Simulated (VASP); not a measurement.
The system is Sn.

```
Sn
1.0
     4.43393    0.00000    0.00000
     0.00000    4.43393    0.00000
     0.00000    0.00000    4.43393
Sn
3
Direct
  0.50000 0.00000 0.00000
  0.00000 0.50000 0.00000
  0.00000 0.00000 0.50000
```

The cell was built from a structure type or drawn by symmetry, and may not be a known phase.

- Program: VASP 6.6.1
- Task: relaxation of cell and atoms
- Functional: PBE
- Potentials or basis: VASP PAW PBE potentials, release 64 (Sn_d)
- Cutoff: 500 eV
- k mesh: 4 × 4 × 4
- Occupations: gaussian, width 0.1 eV
- Spin: no spin polarisation

At the start: pressure 4.1 GPa; volume 29.06 Å³/atom.

Task: How do energy, volume and symmetry change on relaxing?

Result: Over 3 steps the energy falls by 27.2 meV/atom and the volume is 31.37 Å³/atom (+8.0 %); space group Pm-3m (No. 221, to 0.1 Å) before and after.

The path:
| step | energy change (eV) | largest force (eV/Å) | pressure (GPa) | volume (Å³) |
| --- | --- | --- | --- | --- |
| 1 | 0.0000 | 0.0000 | 4.05 | 87.17 |
| 2 | -0.0722 | 0.0000 | -1.14 | 96.77 |
| 3 | -0.0817 | 0.0000 | 0.02 | 94.11 |

Final structure:
```
Sn
1.0
     4.54864    0.00000    0.00000
     0.00000    4.54864    0.00000
     0.00000    0.00000    4.54864
Sn
3
Direct
  0.50000 0.00000 0.00000
  0.00000 0.50000 0.00000
  0.00000 0.00000 0.50000
```
